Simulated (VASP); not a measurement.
# Cs7CrSn8I24 (a cell with a defect) in VASP: single point with PBEsol

Aim: the single point of Cs7CrSn8I24 (a cell with a defect) with PBEsol.

All numbers are computed with VASP 6.6.1; they aren't measurements. Logs are shortened: lines on timing, memory, paths and dates and some standing lists are left out, and cuts for length are marked.

**1. The cell of the first run**

The cell holds a defect, 40 atoms: a = 12.314 Å, b = 12.314 Å, c = 12.314 Å, α = 90.00°, β = 90.00°, γ = 90.00°.

**2. Single point, PBEsol**

The input, INCAR:

```
SYSTEM = Cs7CrSn8I24
PREC = Accurate
ENCUT = 400
EDIFF = 1E-6
ISMEAR = -1
SIGMA = 0.05
LREAL = Auto
LASPH = .True.
NELM = 120
ALGO = Normal
ISIF = 2
LWAVE = .False.
LCHARG = .True.
GGA = PS
LELF = .True.
LVHAR = .True.
NELECT = 354.0
ISYM = -1
NBANDS = 204
GGA_COMPAT = .False.
```

The input, KPOINTS:

```
explicit points
1
Reciprocal
  0.25000000   0.25000000   0.25000000 1
```

The input, POSCAR:

```
Cs7CrSn8I24
1.0
   12.3144620000      0.0000000000      0.0000000000
    0.0000000000     12.3144620000      0.0000000000
    0.0000000000      0.0000000000     12.3144620000
Cs Cr Sn I
7 1 8 24
Direct
    0.0013780000      0.9808600000      0.9765880000
    0.9940910000      0.9807290000      0.5131580000
    0.9800970000      0.5091120000      0.9789790000
    0.9773590000      0.5267590000      0.5187150000
    0.5205720000      0.9799040000      0.9922040000
    0.5191730000      0.9755590000      0.5254800000
    0.5176710000      0.5193270000      0.9711200000
    0.3140300000      0.3691240000      0.3589160000
    0.2490160000      0.2282180000      0.2339140000
    0.2609210000      0.2611590000      0.7549180000
    0.2585960000      0.7542980000      0.2590020000
    0.2548440000      0.7572660000      0.7552600000
    0.7650750000      0.2530290000      0.2534690000
    0.7565250000      0.2536710000      0.7520930000
    0.7542300000      0.7537190000      0.2530820000
    0.7529470000      0.7523700000      0.7513940000
    0.2923930000      0.2297100000      0.0052220000
    0.2036250000      0.2781930000      0.5058700000
    0.2533110000      0.7688990000      0.0065370000
    0.2464750000      0.7432120000      0.5054300000
    0.7194680000      0.2581520000      0.0048530000
    0.7969080000      0.2461230000      0.5013890000
    0.7576870000      0.7520850000      0.0023970000
    0.7578880000      0.7594190000      0.5024820000
    0.0096710000      0.2045030000      0.2141960000
    0.0079570000      0.2534160000      0.7802310000
    0.0073500000      0.7845310000      0.2518360000
    0.0036340000      0.7496500000      0.7540300000
    0.5121390000      0.3576050000      0.3463190000
    0.5060450000      0.2448550000      0.7245650000
    0.5057410000      0.7202210000      0.2435060000
    0.5038020000      0.7595450000      0.7584750000
    0.2982740000      0.0049780000      0.2765100000
    0.2475860000      0.0066850000      0.7311310000
    0.2057500000      0.5046490000      0.2499010000
    0.2515100000      0.5047290000      0.7834780000
    0.7129710000      0.0037880000      0.2551450000
    0.7581930000      0.0026730000      0.7562240000
    0.7997130000      0.5000320000      0.2494300000
    0.7556400000      0.5029230000      0.7530170000
```

Potentials or basis: VASP PAW PBE potentials, release 64 (Cs_sv, Cr_pv, Sn_d, I).

The run is started by

```sh
cat potpaw_PBE.64/Cs_sv/POTCAR potpaw_PBE.64/Cr_pv/POTCAR potpaw_PBE.64/Sn_d/POTCAR potpaw_PBE.64/I/POTCAR > POTCAR
mpirun -np 1 vasp_std > vasp.out
```

OUTCAR:

```text
SYSTEM = Cs7CrSn8I24
   PREC = Accurate
   ENCUT = 400
   EDIFF = 1E-6
   ISMEAR = -1
   LREAL = Auto
   LASPH = .True.
   NELM = 120
   ISIF = 2
   GGA = PS
   NELECT = 354.0
   ISYM = -1

 ion  position               nearest neighbor table
   1  0.001  0.981  0.977-
   2  0.994  0.981  0.513-
   3  0.980  0.509  0.979-
   4  0.977  0.527  0.519-
   5  0.521  0.980  0.992-
   6  0.519  0.976  0.525-
   7  0.518  0.519  0.971-
   8  0.314  0.369  0.359-  29 2.45   9 2.45  35 2.52  18 2.53
   9  0.249  0.228  0.234-   8 2.45  33 2.86  17 2.87  25 2.97  18 3.45  35 3.45
  10  0.261  0.261  0.755-  36 3.02  30 3.05  17 3.13  26 3.13  34 3.15  18 3.15
  11  0.259  0.754  0.259-  20 3.04  31 3.08  19 3.11  27 3.12  33 3.13  35 3.14
  12  0.255  0.757  0.755-  32 3.07  20 3.08  34 3.09  28 3.09  19 3.10  36 3.13
  13  0.765  0.253  0.253-  39 3.07  22 3.08  25 3.11  21 3.11  37 3.14  29 3.56
  14  0.757  0.254  0.752-  40 3.07  38 3.09  30 3.10  26 3.12  22 3.13  21 3.15
  15  0.754  0.754  0.253-  24 3.07  23 3.09  31 3.09  37 3.12  27 3.14  39 3.17
  16  0.753  0.752  0.751-  24 3.07  32 3.07  40 3.07  38 3.08  28 3.09  23 3.09
  17  0.292  0.230  0.005-   9 2.87  10 3.13
  18  0.204  0.278  0.506-   8 2.53  10 3.15   9 3.45
  19  0.253  0.769  0.007-  12 3.10  11 3.11
  20  0.246  0.743  0.505-  11 3.04  12 3.08
  21  0.719  0.258  0.005-  13 3.11  14 3.15
  22  0.797  0.246  0.501-  13 3.08  14 3.13
  23  0.758  0.752  0.002-  15 3.09  16 3.09
  24  0.758  0.759  0.502-  16 3.07  15 3.07
[... 8 lines left out ...]
  33  0.298  0.005  0.277-   9 2.86  11 3.13
  34  0.248  0.007  0.731-  12 3.09  10 3.15
  35  0.206  0.505  0.250-   8 2.52  11 3.14   9 3.45
  36  0.252  0.505  0.783-  10 3.02  12 3.13
  37  0.713  0.004  0.255-  15 3.12  13 3.14
  38  0.758  0.003  0.756-  16 3.08  14 3.09
  39  0.800  0.500  0.249-  13 3.07  15 3.17
  40  0.756  0.503  0.753-  14 3.07  16 3.07

IMPORTANT INFORMATION: All symmetrisations will be switched off!
NOSYMM: (Re-)initialisation of all symmetry stuff for point group C_1.

----------------------------------------------------------------------------------------

                                     Primitive cell

  volume of cell :    1867.4386

  direct lattice vectors                    reciprocal lattice vectors
    12.314462000  0.000000000  0.000000000     0.081205334  0.000000000  0.000000000
     0.000000000 12.314462000  0.000000000     0.000000000  0.081205334  0.000000000
     0.000000000  0.000000000 12.314462000     0.000000000  0.000000000  0.081205334

  length of vectors
    12.314462000 12.314462000 12.314462000     0.081205334  0.081205334  0.081205334
[... 121 lines left out ...]
   ISIF   =      2    stress and relaxation
   ISYM   =     -1    0-nonsym 1-usesym 2-fastsym
   POTIM  = 0.5000    time-step for ionic-motion
   TEBEG  =    0.0;   TEEND  =   0.0 temperature during run
   PSTRESS=    0.0 pullay stress
   NELECT =     354.0000    total number of electrons
   NUPDOWN=      -1.0000    fix difference up-down
   EMIN   =  10.00;   EMAX   =-10.00  energy-range for DOS
   EFERMI =   0.00;   METHOD = LEGACY
   ISMEAR =    -1;   SIGMA  =   0.05  broadening in eV -4-tet -1-fermi 0-gaus
   EFERMI_NEDOS =   21; number of points for ismear=-14 and -15
   IALGO  =     38    algorithm
   IMIX   =      4    mixing-type and parameters
     AMIX     =   0.40;   BMIX     =  1.00
     AMIX_MAG =   1.60;   BMIX_MAG =  1.00
  volume/ion in A,a.u.               =      46.69       315.05
  Fermi-wavevector in a.u.,A,eV,Ry     =   0.940431  1.777158 12.033146  0.884411
  Thomas-Fermi vector in A             =   2.067843
   LORBIT       =      0    0 simple, 1 ext, 2 COOP (PROOUT), +10 PAW based schemes
   GGA     = PS    functional components
   LHFCALC =     F    Hartree Fock is set to
   AEXX    =    0.0000 exact exchange contribution
   IVDW    =     0    specifies the selected vdW correction
   LEPSILON=     F    determine dielectric tensor
   LRPA    =     F    only Hartree local field effects (RPA)
 non-spin polarized calculation
  energy-cutoff  :      400.00
  volume of cell :     1867.44
 maximum number of plane-waves:     33935
 NGX is ok and might be reduce to    80
   NGX = 41   NGY = 41   NGZ = 41

 number of electron     353.9999946 magnetization

 Free energy of the ion-electron system (eV)
  ---------------------------------------------------
  ext. energy  EPLUGINS =         0.00000000
  ---------------------------------------------------
  free energy    TOTEN  =      -126.54317019 eV

  energy without entropy =     -126.45643355  energy(sigma->0) =     -126.49980187

 E-fermi :   2.3516     XC(G=0):  -7.6783

 val. band max:        2.2556391507   @ k =   0.2500   0.2500   0.2500
 cond. band min:       2.4467446908   @ k =   0.2500   0.2500   0.2500
 fundamental gap:      0.1911055401
 Fermi energy:         2.3515552314

 k-point     1 :       0.2500    0.2500    0.2500
  band No.  band energies     occupation
      1     -40.8972      2.00000
      2     -40.7972      2.00000
      3     -40.0399      2.00000
      4     -19.3955      2.00000
      5     -19.3849      2.00000
      6     -19.3253      2.00000
[... 181 lines left out ...]
    188       4.3567      0.00000
    189       4.3807      0.00000
 [bands above 189 left out]

------------------------ aborting loop because EDIFF is reached ----------------------------------------

  FORCE on cell =-STRESS in cart. coord.  units (eV):
  Direction    XX          YY          ZZ          XY          YZ          ZX
  --------------------------------------------------------------------------------------
  -------------------------------------------------------------------------------------
  Total      -13.4766781    -10.8045541    -10.6709929     -0.0630383      0.5920496      0.2920838
  in kB      -11.5623765     -9.2698157     -9.1552263     -0.0540840      0.5079516      0.2505946
  external PRESSURE =      -9.9958062 kB  Pullay stress =       0.0000000 kB

 VOLUME and BASIS-vectors are now :
 -----------------------------------------------------------------------------
  energy-cutoff  :      400.00
  volume of cell :     1867.44
      direct lattice vectors                 reciprocal lattice vectors
    12.314462000  0.000000000  0.000000000     0.081205334  0.000000000  0.000000000
     0.000000000 12.314462000  0.000000000     0.000000000  0.081205334  0.000000000
     0.000000000  0.000000000 12.314462000     0.000000000  0.000000000  0.081205334

 POSITION                                       TOTAL-FORCE (eV/Angst)
 -----------------------------------------------------------------------------------
      0.01697     12.07876     12.02616        -0.002050      0.001189     -0.001087
     12.24170     12.07715      6.31926        -0.004614      0.000438      0.003160
     12.06937      6.26944     12.05560         0.003304      0.001767      0.004156
     12.03565      6.48675      6.38770        -0.003208     -0.003176     -0.003227
      6.41056     12.06699     12.21846        -0.002469      0.001673      0.001391
      6.39334     12.01348      6.47100        -0.000561      0.000378     -0.002758
[... 32 lines left out ...]
      9.84804      6.15763      3.07160         0.002031      0.014551     -0.011459
      9.30530      6.19323      9.27300        -0.002363     -0.002811     -0.000972
 -----------------------------------------------------------------------------------
    total drift:                               -0.001349     -0.003467      0.000238

  FREE ENERGIE OF THE ION-ELECTRON SYSTEM (eV)
  ---------------------------------------------------
  free  energy   TOTEN  =      -126.5431701891 eV

  energy  without entropy=     -126.4564335512  energy(sigma->0) =     -126.49980187
```

stdout:

```text
POSCAR found type information on POSCAR CsCrSnI
 POSCAR found :  4 types and      40 ions
 scaLAPACK will be used
 -----------------------------------------------------------------------------
|                                                                             |
|                                                                             |
|     You enforced a specific xc type in the INCAR file but a different       |
|     I HOPE YOU KNOW WHAT YOU ARE DOING!                                     |
|                                                                             |
 -----------------------------------------------------------------------------

 LDA part: xc-table for (Slater+PW92), standard interpolation
 POSCAR, INCAR and KPOINTS ok, starting setup
 FFT: planning ... GRIDC
 FFT: planning ... GRID_SOFT
 FFT: planning ... GRID
 WAVECAR not read
 entering main loop
 the old and the new charge density differ
 old charge density:   355.00000 new  353.99999
    0.201E+01
```

It took 6.9 min on 1 thread of AMD EPYC 9R45 (Zen 5), shared host; peak memory 1 GiB.

Results:

```
Free energy   : -126.5432 eV
Largest force : 0.164 eV/Å
```

Forces in eV/Å, atoms in the order of the input:
```
Cs  -0.002  0.001 -0.001
Cs  -0.005  0.000  0.003
Cs   0.003  0.002  0.004
Cs  -0.003 -0.003 -0.003
Cs  -0.002  0.002  0.001
Cs  -0.001  0.000 -0.003
Cs   0.007 -0.001  0.003
Cr   0.078  0.095  0.073
Sn  -0.095 -0.095 -0.094
Sn   0.003 -0.010  0.000
Sn   0.004 -0.001 -0.007
Sn   0.002 -0.014 -0.002
Sn  -0.008  0.005  0.012
Sn  -0.008  0.000  0.002
Sn   0.010 -0.012  0.003
Sn   0.000 -0.003 -0.001
I    0.010  0.000  0.002
I   -0.024  0.014 -0.026
I   -0.001  0.003  0.010
I    0.003  0.005  0.010
I   -0.002 -0.002 -0.005
I    0.008 -0.006 -0.001
I   -0.001  0.002 -0.003
I   -0.001  0.002 -0.001
I   -0.025  0.006  0.009
I    0.006 -0.006  0.001
I   -0.003  0.002  0.002
I    0.002  0.004 -0.007
I    0.059  0.002  0.012
I    0.001 -0.001  0.000
I   -0.004  0.004 -0.002
I   -0.003  0.000  0.002
I    0.011 -0.018  0.001
I   -0.003  0.011  0.004
I   -0.026 -0.010  0.020
I    0.000  0.006 -0.005
I    0.003  0.006  0.002
I    0.006 -0.001 -0.002
I    0.002  0.015 -0.011
I   -0.002 -0.003 -0.001
```

Levels at points of the mesh, in eV from the Fermi level:
| k point | band 174 | band 175 | band 176 | band 177 | band 178 | band 179 | band 180 | band 181 |
| --- | --- | --- | --- | --- | --- | --- | --- | --- |
| (0.25, 0.25, 0.25) | -0.93 | -0.70 | -0.23 | -0.10 | 0.10 | 0.25 | 0.35 | 1.30 |

Caveat: the cell carries a net charge on a neutralising background, which shifts energy and pressure; the cell is charged against a uniform background, so pressure and absolute levels hang on convention; the PAW data sets were made with another functional, which shifts forces and pressure a little; spin-orbit coupling is left out, which moves the levels of the heavy elements. Spin polarisation is off, so any magnetic state and its effect on volume and gap are missing.
